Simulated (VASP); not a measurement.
Here is a VASP 6.6.1 calculation.

Contents of INCAR:

```
SYSTEM = LiGa3
PREC = Accurate
ENCUT = 520
EDIFF = 1E-6
ISMEAR = 0
SIGMA = 0.15
LREAL = .False.
LASPH = .True.
NELM = 100
ALGO = Normal
ISIF = 2
LWAVE = .False.
LCHARG = .False.
NBANDS = 29
```

Contents of KPOINTS:

```
Automatic mesh
0
Gamma
  12 12 12
  0 0 0
```

POSCAR

```
LiGa3
1.0
    3.9365047715      0.0000000000      0.0000000000
    0.0000000000      3.9365047715      0.0000000000
    0.0000000000      0.0000000000      3.9365047715
Li Ga
1 3
Direct
    0.0000000000      0.0000000000      0.0000000000
    0.5000000000      0.0000000000      0.5000000000
    0.0000000000      0.5000000000      0.5000000000
    0.5000000000      0.5000000000      0.0000000000
```

Potentials or basis: VASP PAW LDA potentials, release 64 (Li_sv, Ga_d).

Launch:

```sh
$ cat potpaw_LDA.64/Li_sv/POTCAR potpaw_LDA.64/Ga_d/POTCAR > POTCAR
$ mpirun -np 1 vasp_std > vasp.out
```

**Question.** Predict the band gap on the k mesh.

**Answer.** Zero (bands 21 and 22 overlap by 6.09 eV).
